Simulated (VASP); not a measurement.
Ho2O, 6 atoms in the cell. The structure is orthorhombic, space group Fddd (No. 70). The conventional cell has a = 6.544 Å, b = 6.710 Å, c = 10.533 Å, α = 90.00°, β = 90.00°, γ = 90.00°. Ho (site symmetry 2) has 3 O at 2.35 to 2.48 Å within 3.1 Å. Within 3.1 Å of O (site symmetry 222) lie 6 Ho at 2.35 to 2.48 Å. The cell was generated, and may not be a known phase.

```yaml
Program: VASP 6.6.1
Task: single point
Functional: PBE
Potentials_or_basis: VASP PAW PBE potentials, release 64 (Ho_3, O), 4f in core
Cutoff: 600 eV
k_mesh: 4 × 4 × 4
Occupations: gaussian, width 0.1 eV
Spin: no spin polarisation
Dipole_correction: no
Further_INCAR_settings: ALGO = Normal; EDIFF = 1e-06; NBANDS = 33
```

Potentials or basis: VASP PAW PBE potentials, release 64 (Ho_3, O), 4f in core.

Command:

```console
$ cat potpaw_PBE.64/Ho_3/POTCAR potpaw_PBE.64/O/POTCAR > POTCAR
$ mpirun -np 1 vasp_std > vasp.out
```

Hardware: 1 thread of Intel(R) Xeon(R) 6975P-C (Granite Rapids) (shared host).

How long does it take, and how much memory?

It took 2.3 min on 1 thread of Intel(R) Xeon(R) 6975P-C (Granite Rapids), with other jobs on the host, peak memory 0.33 GiB. Counts: scf iterations 14, k points 18.
